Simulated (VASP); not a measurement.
Input of a VASP 6.6.1 run:

INCAR

```
SYSTEM = Mg
PREC     = Accurate       ! precision mode
ENCUT    = 600            ! plane-wave cutoff, eV
EDIFF    = 1E-6           ! SCF threshold, eV
ISMEAR   = 0              ! smearing method
SIGMA    = 0.1            ! smearing width, eV
LREAL    = .FALSE.        ! projectors in reciprocal space
LASPH    = .TRUE.         ! aspherical terms in the spheres
NELM     = 120            ! most SCF steps
ALGO     = Normal         ! electronic algorithm
ISIF     = 2              ! what is computed and relaxed
LWAVE    = .FALSE.        ! write WAVECAR
LCHARG   = .TRUE.         ! write CHGCAR
GGA      = RP             ! functional
LELF     = .TRUE.         ! ELF
LVHAR    = .TRUE.       
NBANDS   = 7              ! bands
GGA_COMPAT= .FALSE.
```

Contents of KPOINTS:

```
regular mesh
0
G
  10 10 10
  0 0 0
```

The input POSCAR:

```
Mg
1.0
    0.0000000000      2.2442560000      2.2442560000
    2.2442560000      0.0000000000      2.2442560000
    2.2442560000      2.2442560000      0.0000000000
Mg
1
Direct
    0.0000000000      0.0000000000      0.0000000000
```

Potentials or basis: VASP PAW PBE potentials, release 64 (Mg).

Launch:

```sh
$ cat potpaw_PBE.64/Mg/POTCAR > POTCAR
$ mpirun -np 1 vasp_std > vasp.out
```

Problem. Estimate the pressure.

Solution. 1.8 GPa.

Problem. Predict the band gap on the k mesh.

Solution. Zero (bands 1 and 2 overlap by 2.09 eV).

Caveat: the PAW data sets were made with another functional, which shifts forces and pressure a little.
